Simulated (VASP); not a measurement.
# C (P4/mmm) in VASP: further runs

The runs below take C through single point, with PBE-based screened hybrid.

All numbers are computed with VASP 6.6.1; they aren't measurements. Logs are shortened: lines on timing, memory, paths and dates and some standing lists are left out, and cuts for length are marked.

### Step 1. The cell of the first run

It takes space group P4/mmm (No. 123, tetragonal). The conventional cell has a = 4.255 Å, b = 4.255 Å, c = 1.282 Å, α = 90.00°, β = 90.00°, γ = 90.00°. Within 1.7 Å of C (site symmetry 4/mmm) lie 2 C at 1.28 Å.

### Step 2. Single point, PBE-based screened hybrid

POSCAR reads:

```
C
1.0
    4.2551700000      0.0000000000      0.0000000000
    0.0000000000      4.2551700000      0.0000000000
    0.0000000000      0.0000000000      1.2822900000
C
1
Direct
    0.5000000000      0.5000000000      0.5000000000
```

INCAR.step1 reads:

```
SYSTEM = C
PREC = Accurate ; ENCUT = 520
EDIFF = 1E-5 ; ISMEAR = -1
SIGMA = 0.05 ; LREAL = .FALSE.
LASPH = .TRUE. ; NELM = 80
ALGO = Normal ; ISIF = 2
LWAVE = .TRUE. ; NBANDS = 8
GGA = PE
```

INCAR.step2 reads:

```
SYSTEM = C
PREC = Accurate ; ENCUT = 520
EDIFF = 1E-6 ; ISMEAR = -1
SIGMA = 0.05 ; LREAL = .FALSE.
LASPH = .TRUE. ; NELM = 80
ALGO = Normal ; ISIF = 2
LWAVE = .FALSE. ; LCHARG = .TRUE.
GGA = PE ; LHFCALC = .TRUE.
AEXX = 0.25 ; HFSCREEN = 0.3
PRECFOCK = Normal ; LELF = .TRUE.
LVHAR = .TRUE. ; NBANDS = 8
ISTART = 1
```

KPOINTS reads:

```
regular mesh
0
G
  3 3 10
  0 0 0
```

Potentials or basis: VASP PAW PBE potentials, release 64 (C).

Run with:

```
$ cat potpaw_PBE.64/C/POTCAR > POTCAR
$ cp INCAR.step1 INCAR
$ mpirun -np 1 vasp_std > vasp.out
$ cp INCAR.step2 INCAR
$ mpirun -np 1 vasp_std > vasp.out
```

OUTCAR:

```text
SYSTEM = C
   PREC = Accurate
   ENCUT = 520
   EDIFF = 1E-6
   ISMEAR = -1
   LREAL = .FALSE.
   LASPH = .TRUE.
   NELM = 80
   ISIF = 2
   GGA = PE
   LHFCALC = .TRUE.
   AEXX = 0.25
   HFSCREEN = 0.3
   PRECFOCK = Normal
   ISTART = 1

 ion  position               nearest neighbor table
   1  0.500  0.500  0.500-

  LATTYP: Found a simple tetragonal cell.
 ALAT       =     4.2551700000
 C/A-ratio  =     0.3013487123

  Lattice vectors:

 A1 = (   4.2551700000,   0.0000000000,   0.0000000000)
 A2 = (   0.0000000000,   4.2551700000,   0.0000000000)
 A3 = (   0.0000000000,   0.0000000000,   1.2822900000)

Analysis of symmetry for initial positions (statically):
=====================================================================
 Subroutine PRICEL returns:
 Original cell was already a primitive cell.

 Routine SETGRP: Setting up the symmetry group for a
 simple tetragonal supercell.

 Subroutine GETGRP returns: Found 16 space group operations
 (whereof 16 operations were pure point group operations)
 out of a pool of 16 trial point group operations.

The static configuration has the point symmetry D_4h.

Analysis of symmetry for dynamics (positions and initial velocities):
=====================================================================
 Subroutine PRICEL returns:
 Original cell was already a primitive cell.

 Routine SETGRP: Setting up the symmetry group for a
 simple tetragonal supercell.

 Subroutine GETGRP returns: Found 16 space group operations
 (whereof 16 operations were pure point group operations)
 out of a pool of 16 trial point group operations.

The dynamic configuration has the point symmetry D_4h.

 Subroutine INISYM returns: Found 16 space group operations
 (whereof 16 operations are pure point group operations),
 and found     1 'primitive' translations

----------------------------------------------------------------------------------------

                                     Primitive cell

  volume of cell :      23.2177

  direct lattice vectors                    reciprocal lattice vectors
     4.255170000  0.000000000  0.000000000     0.235008237  0.000000000  0.000000000
     0.000000000  4.255170000  0.000000000     0.000000000  0.235008237  0.000000000
     0.000000000  0.000000000  1.282290000     0.000000000  0.000000000  0.779854791

  length of vectors
     4.255170000  4.255170000  1.282290000     0.235008237  0.235008237  0.779854791

  position of ions in fractional coordinates (direct lattice)
     0.500000000  0.500000000  0.500000000

  ion indices of the primitive-cell ions
   primitive index   ion index
                 1           1

----------------------------------------------------------------------------------------

 KPOINTS: regular mesh

Automatic generation of k-mesh.
 Grid dimensions read from file:
 generate k-points for:    3    3   10

 Generating k-lattice:

  Cartesian coordinates                     Fractional coordinates (reciprocal lattice)
     0.078336079  0.000000000  0.000000000     0.333333333  0.000000000  0.000000000
     0.000000000  0.078336079  0.000000000     0.000000000  0.333333333  0.000000000
     0.000000000  0.000000000  0.077985479     0.000000000  0.000000000  0.100000000

  Length of vectors
     0.078336079  0.078336079  0.077985479

  Shift w.r.t. Gamma in fractional coordinates (k-lattice)
     0.000000000  0.000000000  0.000000000

 Subroutine IBZKPT returns following result:
 ===========================================

 Found     18 irreducible k-points:

 Following reciprocal coordinates:
            Coordinates               Weight
  0.000000  0.000000  0.000000      1.000000
  0.333333  0.000000  0.000000      4.000000
  0.333333  0.333333  0.000000      4.000000
  0.000000  0.000000  0.100000      2.000000
  0.333333  0.000000  0.100000      8.000000
  0.333333  0.333333  0.100000      8.000000
[... 10 lines left out ...]
  0.333333  0.000000  0.500000      4.000000
  0.333333  0.333333  0.500000      4.000000
   k-points           NKPTS =     18   k-points in BZ     NKDIM =     90   number of bands    NBANDS=      8
   number of dos      NEDOS =    301   number of ions     NIONS =      1
   total plane-waves  NPLWV =  10240
   dimension x,y,z NGX =    32 NGY =   32 NGZ =   10
   dimension x,y,z NGXF=    64 NGYF=   64 NGZF=   20
   ions per type =               1
   NGX,Y,Z   is equivalent  to a cutoff of  12.50, 12.50, 12.96 a.u.
   NGXF,Y,Z  is equivalent  to a cutoff of  25.00, 25.00, 25.93 a.u.
 SYSTEM =  C
   PREC   = accura    normal or accurate (medium, high low for compatibility)
   ISTART =      1    job   : 0-new  1-cont  2-samecut
   ICHARG =      0    charge: 1-file 2-atom 10-const
   ISPIN  =      1    spin polarized calculation?
   LNONCOLLINEAR =      F non collinear calculations
   LSORBIT =      F    spin-orbit coupling
   LASPH  =      T    aspherical Exc in radial PAW
   ENCUT  =  520.0 eV  38.22 Ry    6.18 a.u.   7.91  7.91  2.38*2*pi/ulx,y,z
   NELM   =     80;   NELMIN=  2; NELMDL=  0     # of ELM steps
   EDIFF  = 0.1E-05   stopping-criterion for ELM
   LREAL  =      F    real-space projection
   EDIFFG = 0.1E-04   stopping-criterion for IOM
   NSW    =      0    number of steps for IOM
   IBRION =     -1    ionic relax: 0-MD 1-quasi-New 2-CG
   NFREE  =      0    steps in history (QN), initial steepest desc. (CG)
   ISIF   =      2    stress and relaxation
   ISYM   =      3    0-nonsym 1-usesym 2-fastsym
   POTIM  = 0.5000    time-step for ionic-motion
   TEBEG  =    0.0;   TEEND  =   0.0 temperature during run
   PSTRESS=    0.0 pullay stress
   NELECT =       4.0000    total number of electrons
   NUPDOWN=      -1.0000    fix difference up-down
   EMIN   =  10.00;   EMAX   =-10.00  energy-range for DOS
   EFERMI =   0.00;   METHOD = LEGACY
   ISMEAR =    -1;   SIGMA  =   0.05  broadening in eV -4-tet -1-fermi 0-gaus
   EFERMI_NEDOS =   21; number of points for ismear=-14 and -15
   IALGO  =     38    algorithm
   IMIX   =      1    mixing-type and parameters
     AMIX     =   0.40;   BMIX     =  1.00
     AMIX_MAG =   1.60;   BMIX_MAG =  1.00
  volume/ion in A,a.u.               =      23.22       156.68
  Fermi-wavevector in a.u.,A,eV,Ry     =   0.910937  1.721420 11.290188  0.829805
  Thomas-Fermi vector in A             =   2.035157
   LORBIT       =      0    0 simple, 1 ext, 2 COOP (PROOUT), +10 PAW based schemes
   GGA     = PE    functional components
   LHFCALC =     T    Hartree Fock is set to
   PRECFOCK=normal    Normal, Fast or Accurate (Low or Medium for compatibility)
   ENCUT4O =  -1.0   cutoff for four orbital integrals eV
   NKREDX  =     1    reduce k-point grid by
   NKREDY  =     1    reduce k-point grid by
   NKREDZ  =     1    reduce k-point grid by
   AEXX    =    0.2500 exact exchange contribution
   HFSCREEN=    0.3000 screening length (either q_TF or 0.3 A-1)
   HFSCREENC=   0.3000 screening length for correlation (either q_TF or 0.3 A-1)
   ENCUTFOCK=  -1.0 apply spherical cutoff to Coloumb kernel
   IVDW    =     0    specifies the selected vdW correction
   LEPSILON=     F    determine dielectric tensor
   LRPA    =     F    only Hartree local field effects (RPA)
 non-spin polarized calculation
  energy-cutoff  :      520.00
  volume of cell :       23.22
 maximum number of plane-waves:       639
 NGX is ok and might be reduce to    32
  NGX = 28; NGY = 28; NGZ =  8

 number of electron       4.0000000 magnetization

 Free energy of the ion-electron system (eV)
  ---------------------------------------------------
  ext. energy  EPLUGINS =         0.00000000
  ---------------------------------------------------
  free energy    TOTEN  =        -9.42942493 eV

  energy without entropy =       -9.42942493  energy(sigma->0) =       -9.42942493

 E-fermi :  -2.6474     XC(G=0):  -5.1613

 val. band max:       -3.8578784105   @ k =   0.3333   0.0000   0.2000
 cond. band min:       0.5990696282   @ k =   0.3333   0.0000   0.3000
 fundamental gap:      4.4569480387
 Fermi energy:        -2.6473679886

 k-point     1 :       0.0000    0.0000    0.0000
  band No.  band energies     occupation
      1     -20.2392      2.00000
      2      -7.8695      2.00000
      3      -7.8695      2.00000
      4       2.1939      0.00000
      5       6.6113      0.00000
      6      11.3084      0.00000
      7      11.3084      0.00000
      8      12.4117      0.00000

 k-point     2 :       0.3333    0.0000    0.0000
  band No.  band energies     occupation
      1     -20.2119      2.00000
      2      -8.1816      2.00000
      3      -7.8404      2.00000
      4       3.4812      0.00000
      5       5.9872      0.00000
      6       9.2187      0.00000
      7      10.5844      0.00000
      8      15.0406      0.00000

 k-point     3 :       0.3333    0.3333    0.0000
  band No.  band energies     occupation
      1     -20.1856      2.00000
      2      -8.1420      2.00000
      3      -8.1277      2.00000
      4       4.2078      0.00000
      5       6.7505      0.00000
      6       7.1344      0.00000
      7      12.9694      0.00000
      8      14.1653      0.00000

 k-point     4 :       0.0000    0.0000    0.1000
  band No.  band energies     occupation
      1     -19.6604      2.00000
      2      -6.8712      2.00000
      3      -6.8712      2.00000
      4       3.0094      0.00000
      5       7.5405      0.00000
      6      12.2121      0.00000
      7      12.2121      0.00000
      8      13.3457      0.00000

 k-point     5 :       0.3333    0.0000    0.1000
  band No.  band energies     occupation
      1     -19.6353      2.00000
      2      -7.1823      2.00000
      3      -6.8422      2.00000
      4       4.3148      0.00000
      5       6.8760      0.00000
      6      10.1452      0.00000
      7      11.4374      0.00000
      8      15.9003      0.00000

 k-point     6 :       0.3333    0.3333    0.1000
  band No.  band energies     occupation
      1     -19.6112      2.00000
      2      -7.1428      2.00000
      3      -7.1282      2.00000
      4       5.0988      0.00000
      5       7.5924      0.00000
      6       8.0422      0.00000
      7      13.5941      0.00000
      8      15.0866      0.00000

 k-point     7 :       0.0000    0.0000    0.2000
  band No.  band energies     occupation
      1     -18.0163      2.00000
      2      -3.8862      2.00000
      3      -3.8862      2.00000
      4       5.3861      0.00000
      5      10.3271      0.00000
      6      14.9097      0.00000
      7      14.9097      0.00000
      8      16.3404      0.00000
[... 67 lines left out ...]
 k-point    14 :       0.3333    0.0000    0.4000
  band No.  band energies     occupation
      1     -13.2625      2.00000
      2       6.5439      0.00000
      3       6.7883      0.00000
      4       9.0177      0.00000
      5      18.2662      0.00000
      6      20.4911      0.00000
      7      23.8516      0.00000
      8      25.3562      0.00000

 k-point    15 :       0.3333    0.3333    0.4000
  band No.  band energies     occupation
      1     -13.2585      2.00000
      2       6.5698      0.00000
      3       6.5853      0.00000
      4       9.1681      0.00000
      5      18.6699      0.00000
      6      20.8149      0.00000
      7      21.3988      0.00000
      8      26.2782      0.00000

 k-point    16 :       0.0000    0.0000    0.5000
  band No.  band energies     occupation
      1     -12.1767      2.00000
      2       7.6305      0.00000
      3      10.7642      0.00000
      4      10.7642      0.00000
      5      22.5840      0.00000
      6      22.5840      0.00000
      7      23.5516      0.00000
      8      25.8627      0.00000

 k-point    17 :       0.3333    0.0000    0.5000
  band No.  band energies     occupation
      1     -12.1752      2.00000
      2       7.6816      0.00000
      3      10.6681      0.00000
      4      10.7728      0.00000
      5      21.2180      0.00000
      6      22.7174      0.00000
      7      25.3904      0.00000
      8      26.3629      0.00000

 k-point    18 :       0.3333    0.3333    0.5000
  band No.  band energies     occupation
      1     -12.1737      2.00000
      2       7.7304      0.00000
      3      10.6795      0.00000
      4      10.6812      0.00000
      5      21.4003      0.00000
      6      21.6140      0.00000
      7      26.7752      0.00000
      8      27.5629      0.00000

------------------------ aborting loop because EDIFF is reached ----------------------------------------

  FORCE on cell =-STRESS in cart. coord.  units (eV):
  Direction    XX          YY          ZZ          XY          YZ          ZX
  --------------------------------------------------------------------------------------
  -------------------------------------------------------------------------------------
  Total        0.0009295      0.0009295     -1.2055333      0.0000000     -0.0000000      0.0000000
  in kB        0.0641388      0.0641388    -83.1897296      0.0000000     -0.0000000      0.0000000
  external PRESSURE =     -27.6871507 kB  Pullay stress =       0.0000000 kB

 VOLUME and BASIS-vectors are now :
 -----------------------------------------------------------------------------
  energy-cutoff  :      520.00
  volume of cell :       23.22
      direct lattice vectors                 reciprocal lattice vectors
     4.255170000  0.000000000  0.000000000     0.235008237  0.000000000  0.000000000
     0.000000000  4.255170000  0.000000000     0.000000000  0.235008237  0.000000000
     0.000000000  0.000000000  1.282290000     0.000000000  0.000000000  0.779854791

 POSITION                                       TOTAL-FORCE (eV/Angst)
 -----------------------------------------------------------------------------------
      2.12758      2.12758      0.64114         0.000000      0.000000      0.000000
 -----------------------------------------------------------------------------------
    total drift:                                0.000000      0.000000     -0.000000

  FREE ENERGIE OF THE ION-ELECTRON SYSTEM (eV)
  ---------------------------------------------------
  free  energy   TOTEN  =        -9.4294249335 eV

  energy  without entropy=       -9.4294249335  energy(sigma->0) =       -9.42942493
```

It took 42 s on 1 thread of Intel Xeon Platinum 8375C at 2.90GHz (Ice Lake), shared host; peak memory 0.22 GiB.

What came out:

```
Free energy            : -9.4294 eV
Pressure               : -2.8 GPa
Band gap on the k mesh : zero (band 2 reaches 7.73 eV, above the bottom of band 3 at -8.13 eV)
```

Caveat: the k points lie up to 0.49 Å⁻¹ apart; the PAW data sets were made with another functional, which shifts forces and pressure a little.

### Step 3. Single point, PBE-based screened hybrid

This run uses another cell than the first one, of 23.36 Å³/atom, 1.006 times its volume.

POSCAR reads:

```
C
1.0
    4.2879552772      0.0000000000      0.0000000000
    0.0000000000      4.2879552772      0.0000000000
    0.0000000000      0.0000000000      1.2703929768
C
1
Direct
    0.5000000000      0.5000000000      0.5000000000
```

INCAR.step1 reads:

```
PREC = Accurate ; ENCUT = 520
EDIFF = 1E-5 ; ISMEAR = -1
SIGMA = 0.05 ; LREAL = F
LASPH = T ; NELM = 100
ALGO = Normal ; ISIF = 2
LWAVE = T ; NBANDS = 8
GGA = PE
```

INCAR.step2 reads:

```
PREC = Accurate ; ENCUT = 520
EDIFF = 1E-6 ; ISMEAR = -1
SIGMA = 0.05 ; LREAL = F
LASPH = T ; NELM = 100
ALGO = Normal ; ISIF = 2
LWAVE = F ; LCHARG = T
GGA = PE ; LHFCALC = T
AEXX = 0.25 ; HFSCREEN = 0.3
PRECFOCK = Normal ; LELF = T
LVHAR = T ; NBANDS = 8
ISTART = 1
```

KPOINTS reads:

```
Automatic mesh
0
Gamma
  3 3 10
```

Potentials or basis: VASP PAW PBE potentials, release 64 (C).

Run with:

```
$ cat potpaw_PBE.64/C/POTCAR > POTCAR
$ cp INCAR.step1 INCAR
$ mpirun -np 1 vasp_std > vasp.out
$ cp INCAR.step2 INCAR
$ mpirun -np 1 vasp_std > vasp.out
```

Wall time 39 s (1 thread of Intel Xeon Platinum 8375C at 2.90GHz (Ice Lake), shared host); peak memory 0.22 GiB.

The run converged. Its results:

```
Free energy            : -9.4351 eV
Pressure               : 0.0 GPa
Band gap on the k mesh : zero (band 2 reaches 8.18 eV, above the bottom of band 3 at -8.25 eV)
```

Levels at points of the mesh, in eV from the Fermi level:
```tsv
k point	band 1	band 2	band 3	band 4	band 5	band 6
(0.00, 0.00, 0.00)	-17.55	-5.21	-5.21	4.93	9.32	13.91
(0.00, 0.00, 0.50)	-9.49	10.89	13.89	13.89	25.65	25.65
```

Caveat: the k points lie up to 0.49 Å⁻¹ apart; the PAW data sets were made with another functional, which shifts forces and pressure a little.
